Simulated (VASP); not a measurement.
# Cu (Fm-3m) in VASP: a series of runs, part 2 of 3

VASP 6.6.1. Earlier steps stand in the parts before.

### Step 4. Single point, PBEsol

The input, INCAR:

```
ALGO = Normal
EDIFF = 1E-7
ENCUT = 520
GGA = PS
ISIF = 2
ISMEAR = -1
LASPH = T
LCHARG = F
LREAL = F
LWAVE = F
NBANDS = 12
NELM = 60
PREC = Accurate
SIGMA = 0.06
```

The input, KPOINTS:

```
k-points
0
Gamma
  12 12 12
```

The input, POSCAR:

```
Cu
1.0
    0.0000000000      1.7547400000      1.7547400000
    1.7547400000      0.0000000000      1.7547400000
    1.7547400000      1.7547400000      0.0000000000
Cu
1
Direct
    0.0000000000      0.0000000000      0.0000000000
```

Potentials or basis: VASP PAW PBE potentials, release 64 (Cu).

The run is started by

```console
> cat potpaw_PBE.64/Cu/POTCAR > POTCAR
> mpirun -np 1 vasp_std > vasp.out
```

OUTCAR:

```text
EDIFF = 1E-7
   ENCUT = 520
   GGA = PS
   ISIF = 2
   ISMEAR = -1
   LASPH = T
   LREAL = F
   NELM = 60
   PREC = Accurate

 ion  position               nearest neighbor table
   1  0.000  0.000  0.000-

  LATTYP: Found a face centered cubic cell.
 ALAT       =     3.5094800000

  Lattice vectors:

 A1 = (   0.0000000000,   1.7547400000,   1.7547400000)
 A2 = (   1.7547400000,   0.0000000000,   1.7547400000)
 A3 = (   1.7547400000,   1.7547400000,   0.0000000000)

Analysis of symmetry for initial positions (statically):
=====================================================================
 Subroutine PRICEL returns:
 Original cell was already a primitive cell.

 Routine SETGRP: Setting up the symmetry group for a
 face centered cubic supercell.

 Subroutine GETGRP returns: Found 48 space group operations
 (whereof 48 operations were pure point group operations)
 out of a pool of 48 trial point group operations.

The static configuration has the point symmetry O_h .

Analysis of symmetry for dynamics (positions and initial velocities):
=====================================================================
 Subroutine PRICEL returns:
 Original cell was already a primitive cell.

 Routine SETGRP: Setting up the symmetry group for a
 face centered cubic supercell.

 Subroutine GETGRP returns: Found 48 space group operations
 (whereof 48 operations were pure point group operations)
 out of a pool of 48 trial point group operations.

The dynamic configuration has the point symmetry O_h .

 Subroutine INISYM returns: Found 48 space group operations
 (whereof 48 operations are pure point group operations),
 and found     1 'primitive' translations

----------------------------------------------------------------------------------------

                                     Primitive cell

  volume of cell :      10.8061

  direct lattice vectors                    reciprocal lattice vectors
     0.000000000  1.754740000  1.754740000    -0.284942499  0.284942499  0.284942499
     1.754740000  0.000000000  1.754740000     0.284942499 -0.284942499  0.284942499
     1.754740000  1.754740000  0.000000000     0.284942499  0.284942499 -0.284942499

  length of vectors
     2.481577106  2.481577106  2.481577106     0.493534885  0.493534885  0.493534885

  position of ions in fractional coordinates (direct lattice)
     0.000000000  0.000000000  0.000000000

  ion indices of the primitive-cell ions
   primitive index   ion index
                 1           1

----------------------------------------------------------------------------------------

 KPOINTS: k-points

Automatic generation of k-mesh.
 Grid dimensions read from file:
 generate k-points for:   12   12   12

 Generating k-lattice:

  Cartesian coordinates                     Fractional coordinates (reciprocal lattice)
    -0.023745208  0.023745208  0.023745208     0.083333333  0.000000000  0.000000000
     0.023745208 -0.023745208  0.023745208     0.000000000  0.083333333  0.000000000
     0.023745208  0.023745208 -0.023745208     0.000000000  0.000000000  0.083333333

  Length of vectors
     0.041127907  0.041127907  0.041127907

  Shift w.r.t. Gamma in fractional coordinates (k-lattice)
     0.000000000  0.000000000  0.000000000

 Subroutine IBZKPT returns following result:
 ===========================================

 Found     72 irreducible k-points:

 Following reciprocal coordinates:
            Coordinates               Weight
  0.000000  0.000000  0.000000      1.000000
  0.083333  0.000000  0.000000      8.000000
  0.166667  0.000000  0.000000      8.000000
  0.250000  0.000000  0.000000      8.000000
  0.333333  0.000000  0.000000      8.000000
  0.416667  0.000000  0.000000      8.000000
[... 16 lines left out ...]
  0.500000  0.166667  0.000000     24.000000
 -0.416667  0.166667  0.000000     24.000000
 [... further k-points ...]
   k-points           NKPTS =     72   k-points in BZ     NKDIM =     72   number of bands    NBANDS=     12
   number of dos      NEDOS =    301   number of ions     NIONS =      1
   total plane-waves  NPLWV =   5832
   dimension x,y,z NGX =    18 NGY =   18 NGZ =   18
   dimension x,y,z NGXF=    36 NGYF=   36 NGZF=   36
   ions per type =               1
   NGX,Y,Z   is equivalent  to a cutoff of  12.06, 12.06, 12.06 a.u.
   NGXF,Y,Z  is equivalent  to a cutoff of  24.12, 24.12, 24.12 a.u.
 SYSTEM =  unknown system
   PREC   = accura    normal or accurate (medium, high low for compatibility)
   ISTART =      0    job   : 0-new  1-cont  2-samecut
   ICHARG =      2    charge: 1-file 2-atom 10-const
   ISPIN  =      1    spin polarized calculation?
   LNONCOLLINEAR =      F non collinear calculations
   LSORBIT =      F    spin-orbit coupling
   LASPH  =      T    aspherical Exc in radial PAW
   ENCUT  =  520.0 eV  38.22 Ry    6.18 a.u.   4.61  4.61  4.61*2*pi/ulx,y,z
   NELM   =     60;   NELMIN=  2; NELMDL= -5     # of ELM steps
   EDIFF  = 0.1E-06   stopping-criterion for ELM
   LREAL  =      F    real-space projection
   EDIFFG = 0.1E-05   stopping-criterion for IOM
   NSW    =      0    number of steps for IOM
   IBRION =     -1    ionic relax: 0-MD 1-quasi-New 2-CG
   NFREE  =      0    steps in history (QN), initial steepest desc. (CG)
   ISIF   =      2    stress and relaxation
   ISYM   =      2    0-nonsym 1-usesym 2-fastsym
   POTIM  = 0.5000    time-step for ionic-motion
   TEBEG  =    0.0;   TEEND  =   0.0 temperature during run
   PSTRESS=    0.0 pullay stress
   NELECT =      11.0000    total number of electrons
   NUPDOWN=      -1.0000    fix difference up-down
   EMIN   =  10.00;   EMAX   =-10.00  energy-range for DOS
   EFERMI =   0.00;   METHOD = LEGACY
   ISMEAR =    -1;   SIGMA  =   0.06  broadening in eV -4-tet -1-fermi 0-gaus
   EFERMI_NEDOS =   21; number of points for ismear=-14 and -15
   IALGO  =     38    algorithm
   IMIX   =      4    mixing-type and parameters
     AMIX     =   0.40;   BMIX     =  1.00
     AMIX_MAG =   1.60;   BMIX_MAG =  1.00
  volume/ion in A,a.u.               =      10.81        72.92
  Fermi-wavevector in a.u.,A,eV,Ry     =   1.646833  3.112064 36.899812  2.712060
  Thomas-Fermi vector in A             =   2.736394
   LORBIT       =      0    0 simple, 1 ext, 2 COOP (PROOUT), +10 PAW based schemes
   GGA     = PS    functional components
   LHFCALC =     F    Hartree Fock is set to
   AEXX    =    0.0000 exact exchange contribution
   IVDW    =     0    specifies the selected vdW correction
   LEPSILON=     F    determine dielectric tensor
   LRPA    =     F    only Hartree local field effects (RPA)
 non-spin polarized calculation
  energy-cutoff  :      520.00
  volume of cell :       10.81
 maximum number of plane-waves:       303
   NGX =  9   NGY =  9   NGZ =  9

 number of electron      10.9999993 magnetization

 Free energy of the ion-electron system (eV)
  ---------------------------------------------------
  ext. energy  EPLUGINS =         0.00000000
  ---------------------------------------------------
  free energy    TOTEN  =        -4.29140390 eV

  energy without entropy =       -4.28782572  energy(sigma->0) =       -4.28961481

 E-fermi :   8.4937     XC(G=0): -13.4358

 val. band max:        8.3315698014   @ k =  -0.2500   0.2500   0.0833
 cond. band min:       8.5112210533   @ k =   0.5000   0.3333   0.1667
 fundamental gap:      0.1796512519
 Fermi energy:         8.4937374433

 k-point     1 :       0.0000    0.0000    0.0000
  band No.  band energies     occupation
      1      -1.5388      2.00000
      2       5.2314      2.00000
      3       5.2314      2.00000
      4       5.2314      2.00000
      5       6.1861      2.00000
      6       6.1861      2.00000
      7      31.8403      0.00000
      8      35.1576      0.00000
      9      35.1576      0.00000
     10      35.1576      0.00000
     11      37.7390      0.00000
     12      37.7390      0.00000
[... 331 lines left out ...]
 k-point    24 :      -0.4167    0.1667    0.0000
  band No.  band energies     occupation
      1       3.4581      2.00000
      2       4.8089      2.00000
      3       5.3873      2.00000
      4       5.5249      2.00000
      5       6.7222      2.00000
      6       9.5539      0.00000
      7      13.2991      0.00000
      8      24.1200      0.00000
      9      28.8320      0.00000
     10      30.3262      0.00000
     11      39.2902      0.00000
     12      40.0225      0.00000

 [... further k-points ...]

------------------------ aborting loop because EDIFF is reached ----------------------------------------

  FORCE on cell =-STRESS in cart. coord.  units (eV):
  Direction    XX          YY          ZZ          XY          YZ          ZX
  --------------------------------------------------------------------------------------
  -------------------------------------------------------------------------------------
  Total        0.6289688      0.6289688      0.6289688     -0.0000000      0.0000000      0.0000000
  in kB       93.2548354     93.2548354     93.2548354     -0.0000000      0.0000000      0.0000000
  external PRESSURE =      93.2548354 kB  Pullay stress =       0.0000000 kB

 VOLUME and BASIS-vectors are now :
 -----------------------------------------------------------------------------
  energy-cutoff  :      520.00
  volume of cell :       10.81
      direct lattice vectors                 reciprocal lattice vectors
     0.000000000  1.754740000  1.754740000    -0.284942499  0.284942499  0.284942499
     1.754740000  0.000000000  1.754740000     0.284942499 -0.284942499  0.284942499
     1.754740000  1.754740000  0.000000000     0.284942499  0.284942499 -0.284942499

 POSITION                                       TOTAL-FORCE (eV/Angst)
 -----------------------------------------------------------------------------------
      0.00000      0.00000      0.00000         0.000000      0.000000      0.000000
 -----------------------------------------------------------------------------------
    total drift:                                0.000000     -0.000000      0.000000

  FREE ENERGIE OF THE ION-ELECTRON SYSTEM (eV)
  ---------------------------------------------------
  free  energy   TOTEN  =        -4.2914039023 eV

  energy  without entropy=       -4.2878257224  energy(sigma->0) =       -4.28961481
```

stdout:

```text
POSCAR found type information on POSCAR Cu
 POSCAR found :  1 types and       1 ions
 scaLAPACK will be used
 -----------------------------------------------------------------------------
|                                                                             |
|                                                                             |
|     You enforced a specific xc type in the INCAR file but a different       |
|     I HOPE YOU KNOW WHAT YOU ARE DOING!                                     |
|                                                                             |
 -----------------------------------------------------------------------------

 LDA part: xc-table for (Slater+PW92), standard interpolation
 POSCAR, INCAR and KPOINTS ok, starting setup
 FFT: planning ... GRIDC
 FFT: planning ... GRID_SOFT
 FFT: planning ... GRID
 WAVECAR not read
 entering main loop
```

It took 15 s on 1 thread of AMD EPYC 7R13, shared host; peak memory 0.09 GiB.

Results:

```yaml
Free_energy: -4.2914 eV
Pressure: 9.3 GPa
```

Caveat: the PAW data sets were made with another functional, which shifts forces and pressure a little.

### Step 5. Single point, LDA

The input, INCAR:

```
  ALGO = Normal
  EDIFF = 1E-7
  ENCUT = 520
  GGA = CA
  ISIF = 2
  ISMEAR = -1
  LASPH = T
  LCHARG = F
  LREAL = F
  LWAVE = F
  NBANDS = 12
  NELM = 100
  PREC = Accurate
  SIGMA = 0.06
```

KPOINTS is that of step 4.

POSCAR is that of step 4.

Potentials or basis: VASP PAW LDA potentials, release 64 (Cu).

The run is started by

```console
> cat potpaw_LDA.64/Cu/POTCAR > POTCAR
> mpirun -np 1 vasp_std > vasp.out
```

OUTCAR:

```text
EDIFF = 1E-7
   ENCUT = 520
   GGA = CA
   ISIF = 2
   ISMEAR = -1
   LASPH = T
   LREAL = F
   NELM = 100
   PREC = Accurate

 ion  position               nearest neighbor table
   1  0.000  0.000  0.000-

  LATTYP: Found a face centered cubic cell.
 ALAT       =     3.5094800000

  Lattice vectors:

 A1 = (   0.0000000000,   1.7547400000,   1.7547400000)
 A2 = (   1.7547400000,   0.0000000000,   1.7547400000)
 A3 = (   1.7547400000,   1.7547400000,   0.0000000000)

Analysis of symmetry for initial positions (statically):
=====================================================================
 Subroutine PRICEL returns:
 Original cell was already a primitive cell.

 Routine SETGRP: Setting up the symmetry group for a
 face centered cubic supercell.

 Subroutine GETGRP returns: Found 48 space group operations
 (whereof 48 operations were pure point group operations)
 out of a pool of 48 trial point group operations.

The static configuration has the point symmetry O_h .

Analysis of symmetry for dynamics (positions and initial velocities):
=====================================================================
 Subroutine PRICEL returns:
[... 166 lines left out ...]
      4       5.1401      2.00000
      5       6.1013      2.00000
      6       6.1013      2.00000
      7      31.8860      0.00000
      8      35.0695      0.00000
      9      35.0695      0.00000
     10      35.0695      0.00000
     11      37.6970      0.00000
     12      37.6970      0.00000
[... 331 lines left out ...]
 k-point    24 :      -0.4167    0.1667    0.0000
  band No.  band energies     occupation
      1       3.3871      2.00000
      2       4.7349      2.00000
      3       5.3241      2.00000
      4       5.4388      2.00000
      5       6.6380      2.00000
      6       9.5331      0.00000
      7      13.2480      0.00000
      8      24.0936      0.00000
      9      28.7439      0.00000
     10      30.3170      0.00000
     11      39.2224      0.00000
     12      40.0133      0.00000

 [... further k-points ...]

------------------------ aborting loop because EDIFF is reached ----------------------------------------

  FORCE on cell =-STRESS in cart. coord.  units (eV):
  Direction    XX          YY          ZZ          XY          YZ          ZX
  --------------------------------------------------------------------------------------
  -------------------------------------------------------------------------------------
  Total        0.1509971      0.1509971      0.1509971     -0.0000000     -0.0000000      0.0000000
  in kB       22.3877650     22.3877650     22.3877650     -0.0000000     -0.0000000      0.0000000
  external PRESSURE =      22.3877650 kB  Pullay stress =       0.0000000 kB

 VOLUME and BASIS-vectors are now :
 -----------------------------------------------------------------------------
  energy-cutoff  :      520.00
  volume of cell :       10.81
      direct lattice vectors                 reciprocal lattice vectors
     0.000000000  1.754740000  1.754740000    -0.284942499  0.284942499  0.284942499
     1.754740000  0.000000000  1.754740000     0.284942499 -0.284942499  0.284942499
     1.754740000  1.754740000  0.000000000     0.284942499  0.284942499 -0.284942499

 POSITION                                       TOTAL-FORCE (eV/Angst)
 -----------------------------------------------------------------------------------
      0.00000      0.00000      0.00000        -0.000000     -0.000000      0.000000
 -----------------------------------------------------------------------------------
    total drift:                                0.000000     -0.000000      0.000000

  FREE ENERGIE OF THE ION-ELECTRON SYSTEM (eV)
  ---------------------------------------------------
  free  energy   TOTEN  =        -4.7050630038 eV

  energy  without entropy=       -4.7015002386  energy(sigma->0) =       -4.70328162
```

stdout:

```text
POSCAR found type information on POSCAR Cu
 POSCAR found :  1 types and       1 ions
 scaLAPACK will be used
 LDA part: xc-table for (Slater(with rela. corr.)+CA(PZ))
 , standard interpolation
 POSCAR, INCAR and KPOINTS ok, starting setup
 FFT: planning ... GRIDC
 FFT: planning ... GRID_SOFT
 FFT: planning ... GRID
 WAVECAR not read
 entering main loop
```

Wall time 12 s (1 thread of AMD EPYC 7R13, shared host); peak memory 0.09 GiB.

Results:

```yaml
Free_energy: -4.7051 eV
Pressure: 2.2 GPa
```

Levels at points of the mesh, in eV from the Fermi level:
```tsv
k point	band 4	band 5	band 6	band 7	band 8	band 9
(0.00, 0.00, 0.00)	-3.30	-2.34	-2.34	23.44	26.63	26.63
(0.50, 0.00, 0.00)	-1.69	-1.69	-1.18	4.25	21.92	23.39
(0.50, 0.50, 0.00)	-1.53	-1.53	1.48	7.82	13.77	13.77
```

(Part 2 of 3 ends here.)
